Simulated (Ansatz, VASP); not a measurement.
## One calculation of AlNi, two programs

File INCAR:

```
ALGO     = Fast           # electronic algorithm
EDIFF    = 1E-6           # SCF threshold, eV
ENCUT    = 520            # plane-wave cutoff, eV
GGA      = PS             # functional
ISIF     = 2              # what is computed and relaxed
ISMEAR   = 0              # smearing method
LASPH    = T              # aspherical terms in the spheres
LCHARG   = T              # write CHGCAR
LELF     = T              # ELF
LREAL    = F              # projectors in reciprocal space
LVHAR    = T            
LWAVE    = F              # write WAVECAR
NBANDS   = 14             # bands
NELM     = 60             # most SCF steps
PREC     = Accurate       # precision mode
SIGMA    = 0.15           # smearing width, eV
```

Contents of KPOINTS:

```
k-points
0
Gamma
  16 16 16
```

The input POSCAR:

```
AlNi
1.0
    1.8730457086     -1.8729959351      0.0000000000
    2.1693457021      2.1693038026      0.0000000000
    0.0000000000      0.0000000000      2.8688666979
Al Ni
1 1
Direct
    0.0000000000      0.0000000000      0.0000000000
    0.5000000000      0.5000000000      0.5000000000
```

Input for Ansatz:

```yaml
crystal:
  lattice:
    - [1.8730457086, -1.8729959351, 0.0]
    - [2.1693457021, 2.1693038026, 0.0]
    - [0.0, 0.0, 2.8688666979]
  atoms:
    - { symbol: Al, position: [0.0, 0.0, 0.0] }
    - { symbol: Ni, position: [0.5, 0.5, 0.5] }
basis:
  ecutwfc: 520.0
kpoints:
  mp_grid: { grid: [16, 16, 16] }
hamiltonian:
  xc: pbesol
  pseudopotentials: { kind: paw, azcp: { folder: soft_1 } }
scf:
  occupations: { method: gaussian, width: 0.15 }
output:
  forces: true
  stress: true
  eigenvalues: true
```

Change from the starting cell: normal strain along x -0.0733, normal strain along y +0.0733.

Alike in both runs: task single point; functional PBEsol; k mesh 16 × 16 × 16; occupations gaussian, width 0.15 eV; no spin polarisation.

```csv
,VASP,Ansatz
version,VASP 6.6.1,Ansatz 0.2.0
potentials or method,"VASP PAW PBE potentials, release 64 (Al, Ni), cutoff 520 eV","scalar-relativistic, plane waves, PAW"
valence electrons in the cell,13,21
```

|  | VASP | Ansatz | Ansatz less VASP |
| --- | --- | --- | --- |
| gap on the k mesh at the Fermi level (eV) | none | none | - |
| pressure (GPa) | 1.9 | 2.0 | +0.06 |
| traceless stress, the component that is largest in VASP (GPa) | -6.81 | -6.66 | +0.147 |

VASP's potentials were made for PBE, not for PBEsol, and Ansatz warns of the same on its side. A gap of «none» marks a metal or a gap that the smearing closes. VASP's potentials hold 13 valence electrons a cell and Ansatz's 21, so a difference there can come from the potentials and not from the codes. Ansatz's warnings: near symmetry operations not taken.
